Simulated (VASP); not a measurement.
Runs of VASP 6.6.1 on FePt. The structure is that of space group P4/mmm (No. 123), or close to it. The cells are those of the table. 

```tsv
task	level	potentials or basis	cell	cutoff (eV)	gap on the mesh (eV)	pressure (GPa)	moment (μB)
single point	PBEsol	VASP PAW PBE potentials, release 64 (Pt, Fe)	a = 2.694, b = 2.694, c = 3.698 Å, 2 atoms	520	none	-0.3	3.22
single point	RPBE	VASP PAW PBE potentials, release 64 (Pt, Fe)	a = 2.760, b = 2.760, c = 3.775 Å, 2 atoms	520	none	-0.5	3.38
single point	PBEsol+D3(BJ)	VASP PAW PBE potentials, release 64 (Pt, Fe)	a = 2.724, b = 2.724, c = 3.720 Å, 2 atoms	520	none	-12.3	3.27
single point	BLYP	VASP PAW PBE potentials, release 64 (Pt, Fe)	a = 2.705, b = 2.705, c = 3.695 Å, 2 atoms	520	none	(a)	3.20
single point	BLYP+D4	VASP PAW PBE potentials, release 64 (Pt, Fe)	a = 2.734, b = 2.734, c = 3.735 Å, 2 atoms	520	none	0.7	3.23
single point	LDA	VASP PAW LDA potentials, release 64 (Pt, Fe)	a = 2.724, b = 2.724, c = 3.720 Å, 2 atoms	520	none	-12.7	3.19
single point	PBE	VASP PAW PBE potentials, release 64 (Pt, Fe)	a = 2.736, b = 2.736, c = 3.747 Å, 2 atoms	520	none	-0.4	3.30
relaxation of cell and atoms	RPBE	VASP PAW PBE potentials, release 64 (Pt, Fe)	relaxed from a = 2.724, b = 2.724, c = 3.720 Å, 2 atoms	600	none	0.0	3.37
single point	PBEsol+D4	VASP PAW PBE potentials, release 64 (Pt, Fe)	a = 2.682, b = 2.682, c = 3.680 Å, 2 atoms	520	none	-0.3	3.21
single point	RPBE+D3(BJ)	VASP PAW PBE potentials, release 64 (Pt, Fe)	a = 2.759, b = 2.759, c = 3.769 Å, 2 atoms	520	none	(b)	3.38
single point	PBE	VASP PAW PBE potentials, release 64 (Pt, Fe)	a = 2.777, b = 2.777, c = 3.793 Å, 2 atoms	520	none	-7.9	3.39
```

Alike in all rows: spin collinear, ferromagnetic start; k mesh 10 × 10 × 7; smearing fermi-dirac 0.05 eV.

Problem. Fill in the values left out.

Solution. (a) 20.2; (b) -33.2.

Caveats: spin-orbit coupling is left out, which moves the levels of the heavy elements; the PAW data sets were made with another functional, which shifts forces and pressure a little (at least some runs); the cell stands under tension (at least some runs); the dispersion term is far too large for a dense solid, which distorts pressure and volume (at least some runs); three body term missing (at least some runs); the cell stands under pressure (at least some runs).

A k mesh can miss the band edges, and the runs leave out spin-orbit coupling on Pt.

A gap of «none» marks levels without a gap at the run's occupations.
